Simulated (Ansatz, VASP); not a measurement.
LiH in VASP and in Ansatz

The input POSCAR:

```
LiH
1.0
    2.6239898222      0.0000000000      0.0000000000
    0.0000000000      2.6239898222      0.0000000000
    0.0000000000      0.0000000000      2.6239898222
Li H
1 1
Direct
    0.0000000000      0.0000000000      0.0000000000
    0.5000000000      0.5000000000      0.5000000000
```

Contents of INCAR.step1:

```
SYSTEM = LiH
PREC = Accurate
ENCUT = 520
ISMEAR = 0
SIGMA = 0.01
LREAL = .False.
LASPH = .True.
NELM = 100
NBANDS = 9
GGA = PE
ALGO = Normal
EDIFF = 1E-4
LWAVE = .True.
LCHARG = .False.
```

The input INCAR.step2:

```
SYSTEM = LiH
PREC = Accurate
ENCUT = 520
EDIFF = 1E-6
ISMEAR = 0
SIGMA = 0.01
LREAL = .False.
LASPH = .True.
NELM = 100
ALGO = Normal
ISIF = 2
LWAVE = .False.
LCHARG = .False.
METAGGA = R2SCAN
LMIXTAU = .True.
NBANDS = 9
ISTART = 1
```

The input KPOINTS:

```
Automatic mesh
0
Gamma
  10 10 10
  0 0 0
```

Input for Ansatz:

```yaml
crystal:
  lattice:
    - [2.6239898222, 0.0, 0.0]
    - [0.0, 2.6239898222, 0.0]
    - [0.0, 0.0, 2.6239898222]
  atoms:
    - { symbol: Li, position: [0.0, 0.0, 0.0] }
    - { symbol: H, position: [0.5, 0.5, 0.5] }
kpoints:
  mp_grid: { grid: [10, 10, 10] }
  band_path:
    path:
      - [0.0, 0.0, 0.0]
      - [0.0, 0.5, 0.0]
      - [0.5, 0.5, 0.0]
      - [0.5, 0.5, 0.5]
      - [0.0, 0.0, 0.5]
    npoints: 1
hamiltonian:
  xc: r2scan
scf:
  occupations: { method: fixed }
  n_extra_bands: 4
output:
  forces: true
  stress: true
  eigenvalues: true
```

Change from the starting cell: hydrostatic strain +4.9%.

Alike in both runs: task single point; functional r2SCAN; k mesh 10 × 10 × 10; no spin polarisation.

|  | VASP | Ansatz |
| --- | --- | --- |
| version | VASP 6.6.1 | Ansatz 0.2.0 |
| potentials or method | VASP PAW PBE potentials, release 64 (Li_sv, H) | plane waves, PAW |
| plane-wave cutoff (eV) | 520 | 500 |
| occupations | gaussian, width 0.01 eV | fixed |
| valence electrons in the cell | 4 | 4 |

```csv
,VASP,Ansatz,Ansatz less VASP
gap on the k mesh at the Fermi level (eV),1.31,1.18,-0.129
```

VASP's potentials were made for PBE, not for r2SCAN.

Noted on VASP's run: the cutoff is under 1.25 times that of the potentials, so the pressure is a little rough.
